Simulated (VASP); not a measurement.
Crystal: Dy2H.

```
Dy H
1.0
     3.33636    0.00000    0.00000
    -1.66818    2.88937    0.00000
     0.00000    0.00000    6.55171
Dy H
2 1
Direct
  0.00000 0.00000 0.84552
  0.00000 0.00000 0.21073
  0.00000 0.00000 0.53051
```

The cell was generated, and may not be a known phase.

* Program: VASP 6.6.1
* Task: relaxation of cell and atoms
* Functional: PBE
* Potentials or basis: VASP PAW PBE potentials, release 64 (Dy_3, H), 4f in core
* Cutoff: 500 eV
* k mesh: 7 × 7 × 3
* Occupations: gaussian, width 0.2 eV
* Spin: no spin polarisation

At the start: pressure 10.6 GPa; volume 21.05 Å³/atom.

**Question.** How do energy, volume and symmetry change on relaxing?

**Answer.** Over 9 steps the energy falls by 522.4 meV/atom and the volume is 25.38 Å³/atom (+20.5 %); space group P6/mmm (No. 191, to 0.1 Å) before and after.

The path:
```csv
step,energy change (eV),largest force (eV/Å),pressure (GPa),volume (Å³)
1,0.0000,5.6481,10.61,63.16
2,-1.4832,0.3001,-0.68,76.07
3,-1.4928,0.6230,0.42,72.69
4,-1.5031,0.4874,-0.01,73.90
5,-1.5504,0.3107,0.15,74.08
6,-1.5607,0.1305,0.41,74.18
7,-1.5608,0.1444,0.39,74.18
8,-1.5650,0.0949,0.15,74.92
9,-1.5671,0.0467,-0.23,76.13
```

Final structure:
```yaml
crystal:
  lattice:
    - [3.43961, 0.00000, 0.00000]
    - [-1.71980, 2.97879, 0.00000]
    - [0.00000, 0.00000, 7.43063]
  atoms:
    - { symbol: Dy, position: [0.00000, 0.00000, 0.80150] }
    - { symbol: Dy, position: [0.00000, 0.00000, 0.25667] }
    - { symbol: H, position: [0.00000, 0.00000, 0.52860] }
```

Caveat: the volume moved by over 15 % at a fixed basis, so the end points are rough; the relaxation stopped at a loose force limit of 0.08 eV/Å, so its end isn't a converged minimum.
